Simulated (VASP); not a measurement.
# PbS (wurtzite type) (P6_3/mmc) in VASP: notebook

The runs below take PbS (wurtzite type) through single point, with PBE.

All numbers are computed with VASP 6.6.1; they aren't measurements. Logs are shortened: lines on timing, memory, paths and dates and some standing lists are left out, and cuts for length are marked.

### 1 The cell of the first run

The structure is hexagonal, space group P6_3/mmc (No. 194). Conventional cell: a = 4.169 Å, b = 4.169 Å, c = 5.052 Å, α = 90.00°, β = 90.00°, γ = 120.00°. Within 3.2 Å of Pb (site symmetry -6m2) lie 5 S at 2.41 to 2.53 Å. Within 3.2 Å of S (site symmetry -6m2) lie 5 Pb at 2.41 to 2.53 Å.

### 2 Single point, PBE

Contents of INCAR:

```
PREC = Accurate ; ENCUT = 520
EDIFF = 1E-7 ; ISMEAR = -1
SIGMA = 0.05 ; LREAL = F
LASPH = T ; NELM = 100
ALGO = Normal ; ISIF = 2
LWAVE = F ; LCHARG = T
GGA = PE ; LELF = T
LVHAR = T ; NBANDS = 28
```

Contents of KPOINTS:

```
Automatic mesh
0
Gamma
  10 10 5
```

Contents of POSCAR:

```
PbS
1.0
    4.1691829987      0.0000000000      0.0000000000
   -2.0845914993      3.6106183899      0.0000000000
    0.0000000000      0.0000000000      5.0521104356
Pb S
2 2
Direct
    0.3333333333      0.6666666667     -0.0620011179
    0.6666666667      0.3333333333      0.4379988821
    0.3333333333      0.6666666667      0.4380011179
    0.6666666667      0.3333333333      0.9380011179
```

Potentials or basis: VASP PAW PBE potentials, release 64 (Pb_d, S).

Run with:

```sh
> cat potpaw_PBE.64/Pb_d/POTCAR potpaw_PBE.64/S/POTCAR > POTCAR
> mpirun -np 1 vasp_std > vasp.out
```

OUTCAR:

```text
PREC = Accurate
   ENCUT = 520
   EDIFF = 1E-7
   ISMEAR = -1
   LREAL = F
   LASPH = T
   NELM = 100
   ISIF = 2
   GGA = PE

 ion  position               nearest neighbor table
   1  0.333  0.667  0.938-   4 2.41   4 2.41   4 2.41   3 2.53   3 2.53   2 3.49   2 3.49   2 3.49
                             2 3.49   2 3.49   2 3.49
   2  0.667  0.333  0.438-   3 2.41   3 2.41   3 2.41   4 2.53   4 2.53   1 3.49   1 3.49   1 3.49
                             1 3.49   1 3.49   1 3.49
   3  0.333  0.667  0.438-   2 2.41   2 2.41   2 2.41   1 2.53   1 2.53
   4  0.667  0.333  0.938-   1 2.41   1 2.41   1 2.41   2 2.53   2 2.53

  LATTYP: Found a hexagonal cell.
 ALAT       =     4.1691829987
 C/A-ratio  =     1.2117746900

  Lattice vectors:

 A1 = (   4.1691829987,   0.0000000000,   0.0000000000)
 A2 = (  -2.0845914993,   3.6106183899,   0.0000000000)
 A3 = (   0.0000000000,   0.0000000000,   5.0521104356)

Analysis of symmetry for initial positions (statically):
=====================================================================
 Subroutine PRICEL returns:
 Original cell was already a primitive cell.

 Routine SETGRP: Setting up the symmetry group for a
 hexagonal supercell.

 Subroutine GETGRP returns: Found 24 space group operations
 (whereof  6 operations were pure point group operations)
 out of a pool of 24 trial point group operations.

The static configuration has the point symmetry C_3v.
 The point group associated with its full space group is D_6h.

Analysis of symmetry for dynamics (positions and initial velocities):
=====================================================================
 Subroutine PRICEL returns:
 Original cell was already a primitive cell.

 Routine SETGRP: Setting up the symmetry group for a
 hexagonal supercell.

 Subroutine GETGRP returns: Found 24 space group operations
 (whereof  6 operations were pure point group operations)
 out of a pool of 24 trial point group operations.

The dynamic configuration has the point symmetry C_3v.
 The point group associated with its full space group is D_6h.

 Subroutine INISYM returns: Found 24 space group operations
 (whereof  6 operations are pure point group operations),
 and found     1 'primitive' translations

----------------------------------------------------------------------------------------

                                     Primitive cell

  volume of cell :      76.0511

  direct lattice vectors                    reciprocal lattice vectors
     4.169182999  0.000000000  0.000000000     0.239855147  0.138480434  0.000000000
    -2.084591499  3.610618390  0.000000000     0.000000000  0.276960867  0.000000000
     0.000000000  0.000000000  5.052110436     0.000000000  0.000000000  0.197937082

  length of vectors
     4.169182999  4.169182999  5.052110436     0.276960867  0.276960867  0.197937082

  position of ions in fractional coordinates (direct lattice)
     0.333333333  0.666666667  0.937998882
     0.666666667  0.333333333  0.437998882
     0.333333333  0.666666667  0.438001118
     0.666666667  0.333333333  0.938001118

  ion indices of the primitive-cell ions
   primitive index   ion index
                 1           1
                 2           2
                 3           3
                 4           4

----------------------------------------------------------------------------------------

 KPOINTS: Automatic mesh

Automatic generation of k-mesh.
 Grid dimensions read from file:
 generate k-points for:   10   10    5

 Generating k-lattice:

  Cartesian coordinates                     Fractional coordinates (reciprocal lattice)
     0.023985515  0.013848043  0.000000000     0.100000000  0.000000000  0.000000000
     0.000000000  0.027696087  0.000000000     0.000000000  0.100000000  0.000000000
     0.000000000  0.000000000  0.039587416     0.000000000  0.000000000  0.200000000

  Length of vectors
     0.027696087  0.027696087  0.039587416

  Shift w.r.t. Gamma in fractional coordinates (k-lattice)
     0.000000000  0.000000000  0.000000000

 Subroutine IBZKPT returns following result:
 ===========================================

 Found     42 irreducible k-points:

 Following reciprocal coordinates:
            Coordinates               Weight
  0.000000  0.000000  0.000000      1.000000
  0.100000  0.000000  0.000000      6.000000
  0.200000  0.000000  0.000000      6.000000
  0.300000  0.000000  0.000000      6.000000
  0.400000  0.000000  0.000000      6.000000
  0.500000 -0.000000  0.000000      3.000000
[... 16 lines left out ...]
  0.300000  0.100000  0.200000     24.000000
  0.400000  0.100000  0.200000     24.000000
 [... further k-points ...]
   k-points           NKPTS =     42   k-points in BZ     NKDIM =     42   number of bands    NBANDS=     28
   number of dos      NEDOS =    301   number of ions     NIONS =      4
   total plane-waves  NPLWV =  40960
   dimension x,y,z NGX =    32 NGY =   32 NGZ =   40
   dimension x,y,z NGXF=    64 NGYF=   64 NGZF=   80
   ions per type =               2   2
   NGX,Y,Z   is equivalent  to a cutoff of  12.76, 12.76, 13.16 a.u.
   NGXF,Y,Z  is equivalent  to a cutoff of  25.52, 25.52, 26.32 a.u.
 SYSTEM =  unknown system
   PREC   = accura    normal or accurate (medium, high low for compatibility)
   ISTART =      0    job   : 0-new  1-cont  2-samecut
   ICHARG =      2    charge: 1-file 2-atom 10-const
   ISPIN  =      1    spin polarized calculation?
   LNONCOLLINEAR =      F non collinear calculations
   LSORBIT =      F    spin-orbit coupling
   LASPH  =      T    aspherical Exc in radial PAW
   ENCUT  =  520.0 eV  38.22 Ry    6.18 a.u.   7.75  7.75  9.39*2*pi/ulx,y,z
   NELM   =    100;   NELMIN=  2; NELMDL= -5     # of ELM steps
   EDIFF  = 0.1E-06   stopping-criterion for ELM
   LREAL  =      F    real-space projection
   EDIFFG = 0.1E-05   stopping-criterion for IOM
   NSW    =      0    number of steps for IOM
   IBRION =     -1    ionic relax: 0-MD 1-quasi-New 2-CG
   NFREE  =      0    steps in history (QN), initial steepest desc. (CG)
   ISIF   =      2    stress and relaxation
   ISYM   =      2    0-nonsym 1-usesym 2-fastsym
   POTIM  = 0.5000    time-step for ionic-motion
   TEBEG  =    0.0;   TEEND  =   0.0 temperature during run
   PSTRESS=    0.0 pullay stress
   NELECT =      40.0000    total number of electrons
   NUPDOWN=      -1.0000    fix difference up-down
   EMIN   =  10.00;   EMAX   =-10.00  energy-range for DOS
   EFERMI =   0.00;   METHOD = LEGACY
   ISMEAR =    -1;   SIGMA  =   0.05  broadening in eV -4-tet -1-fermi 0-gaus
   EFERMI_NEDOS =   21; number of points for ismear=-14 and -15
   IALGO  =     38    algorithm
   IMIX   =      4    mixing-type and parameters
     AMIX     =   0.40;   BMIX     =  1.00
     AMIX_MAG =   1.60;   BMIX_MAG =  1.00
  volume/ion in A,a.u.               =      19.01       128.30
  Fermi-wavevector in a.u.,A,eV,Ry     =   1.321477  2.497230 23.759884  1.746302
  Thomas-Fermi vector in A             =   2.451228
   LORBIT       =      0    0 simple, 1 ext, 2 COOP (PROOUT), +10 PAW based schemes
   GGA     = PE    functional components
   LHFCALC =     F    Hartree Fock is set to
   AEXX    =    0.0000 exact exchange contribution
   IVDW    =     0    specifies the selected vdW correction
   LEPSILON=     F    determine dielectric tensor
   LRPA    =     F    only Hartree local field effects (RPA)
 non-spin polarized calculation
  energy-cutoff  :      520.00
  volume of cell :       76.05
 maximum number of plane-waves:      2065
 NGX is ok and might be reduce to    32
   NGX = 15   NGY = 15   NGZ = 19

 number of electron      40.0000003 magnetization

 Free energy of the ion-electron system (eV)
  ---------------------------------------------------
  ext. energy  EPLUGINS =         0.00000000
  ---------------------------------------------------
  free energy    TOTEN  =        -9.63552900 eV

  energy without entropy =       -9.62255372  energy(sigma->0) =       -9.62904136

 E-fermi :  10.9866     XC(G=0): -11.0355

 val. band max:       10.9412168822   @ k =   0.3000   0.2000   0.4000
 cond. band min:      11.0207107793   @ k =   0.2000   0.2000   0.4000
 fundamental gap:      0.0794938971
 Fermi energy:        10.9865946209

 k-point     1 :       0.0000    0.0000    0.0000
  band No.  band energies     occupation
      1      -8.3757      2.00000
      2      -7.4751      2.00000
      3      -7.3770      2.00000
      4      -7.3770      2.00000
      5      -7.3719      2.00000
      6      -7.3719      2.00000
[... 20 lines left out ...]
     27      16.2667      0.00000
     28      17.5667      0.00000

 k-point     2 :       0.1000    0.0000    0.0000
  band No.  band energies     occupation
      1      -8.3655      2.00000
      2      -7.6592      2.00000
      3      -7.3734      2.00000
      4      -7.3657      2.00000
      5      -7.3500      2.00000
      6      -7.2617      2.00000
[... 20 lines left out ...]
     27      16.0672      0.00000
     28      16.8209      0.00000

 k-point     3 :       0.2000    0.0000    0.0000
  band No.  band energies     occupation
      1      -8.3394      2.00000
      2      -7.8275      2.00000
      3      -7.3506      2.00000
      4      -7.3330      2.00000
      5      -7.3051      2.00000
      6      -7.2775      2.00000
[... 20 lines left out ...]
     27      16.5218      0.00000
     28      17.7350      0.00000

 k-point     4 :       0.3000    0.0000    0.0000
  band No.  band energies     occupation
      1      -8.3067      2.00000
      2      -7.9522      2.00000
      3      -7.3183      2.00000
      4      -7.2956      2.00000
      5      -7.2854      2.00000
      6      -7.2612      2.00000
[... 20 lines left out ...]
     27      16.5774      0.00000
     28      19.8602      0.00000

 k-point     5 :       0.4000    0.0000    0.0000
  band No.  band energies     occupation
      1      -8.2769      2.00000
      2      -8.0358      2.00000
      3      -7.3094      2.00000
      4      -7.2907      2.00000
      5      -7.2637      2.00000
      6      -7.2352      2.00000
[... 20 lines left out ...]
     27      17.2687      0.00000
     28      19.2885      0.00000

 k-point     6 :       0.5000   -0.0000    0.0000
  band No.  band energies     occupation
      1      -8.2631      2.00000
      2      -8.0678      2.00000
      3      -7.3145      2.00000
      4      -7.2799      2.00000
      5      -7.2647      2.00000
      6      -7.1998      2.00000
[... 463 lines left out ...]
      5      -7.3553      2.00000
      6      -7.2903      2.00000
[... 20 lines left out ...]
     27      17.0479      0.00000
     28      17.0828      0.00000

 k-point    22 :       0.2000    0.1000    0.2000
  band No.  band energies     occupation
      1      -8.2090      2.00000
      2      -7.8064      2.00000
      3      -7.3587      2.00000
      4      -7.3414      2.00000
      5      -7.3137      2.00000
      6      -7.2988      2.00000
[... 20 lines left out ...]
     27      16.9718      0.00000
     28      18.1307      0.00000

 k-point    23 :       0.3000    0.1000    0.2000
  band No.  band energies     occupation
      1      -8.1775      2.00000
      2      -7.9058      2.00000
      3      -7.3319      2.00000
      4      -7.3111      2.00000
      5      -7.2947      2.00000
      6      -7.2719      2.00000
[... 20 lines left out ...]
     27      16.7983      0.00000
     28      18.2899      0.00000

 k-point    24 :       0.4000    0.1000    0.2000
  band No.  band energies     occupation
      1      -8.1523      2.00000
      2      -7.9661      2.00000
      3      -7.3172      2.00000
      4      -7.2956      2.00000
      5      -7.2877      2.00000
      6      -7.2401      2.00000
[... 20 lines left out ...]
     27      17.2138      0.00000
     28      18.2753      0.00000

 [... further k-points ...]
[... 5 lines left out ...]
  --------------------------------------------------------------------------------------
  -------------------------------------------------------------------------------------
  Total       32.1787225     32.1787225     32.2470952      0.0000000      0.0000000     -0.0000000
  in kB      677.9130562    677.9130562    679.3534707      0.0000000      0.0000000     -0.0000000
  external PRESSURE =     678.3931944 kB  Pullay stress =       0.0000000 kB

 VOLUME and BASIS-vectors are now :
 -----------------------------------------------------------------------------
  energy-cutoff  :      520.00
  volume of cell :       76.05
      direct lattice vectors                 reciprocal lattice vectors
     4.169182999  0.000000000  0.000000000     0.239855147  0.138480434  0.000000000
    -2.084591499  3.610618390  0.000000000     0.000000000  0.276960867  0.000000000
     0.000000000  0.000000000  5.052110436     0.000000000  0.000000000  0.197937082

 POSITION                                       TOTAL-FORCE (eV/Angst)
 -----------------------------------------------------------------------------------
     -0.00000      2.40708      4.73887         0.000000     -0.000000      0.000000
      2.08459      1.20354      2.21282        -0.000000      0.000000     -0.000000
     -0.00000      2.40708      2.21283        -0.000000      0.000000      0.000000
      2.08459      1.20354      4.73889         0.000000     -0.000000      0.000000
 -----------------------------------------------------------------------------------
    total drift:                               -0.000000      0.000000     -0.009761

  FREE ENERGIE OF THE ION-ELECTRON SYSTEM (eV)
  ---------------------------------------------------
  free  energy   TOTEN  =        -9.6355290043 eV

  energy  without entropy=       -9.6225537170  energy(sigma->0) =       -9.62904136
```

It took 38 s on 1 thread of Intel Xeon Platinum 8559C (Emerald Rapids), shared host; peak memory 0.23 GiB.

What came out:

```yaml
Free_energy: -9.6355 eV
Pressure: 67.8 GPa
Band_gap_on_the_k_mesh: zero (band 20 reaches 11.11 eV, above the bottom of band 21 at 10.89 eV)
```

Levels at points of the mesh, in eV from the Fermi level:
```tsv
k point	band 18	band 19	band 20	band 21	band 22	band 23
(0.00, 0.00, 0.00)	-4.18	-4.10	-4.10	0.40	0.40	3.06
(0.50, 0.00, 0.00)	-5.13	-4.08	-0.82	2.52	3.43	3.72
```

Caveat: spin-orbit coupling is left out, which moves the levels of the heavy elements.

(Continued in part 2 of 2.)
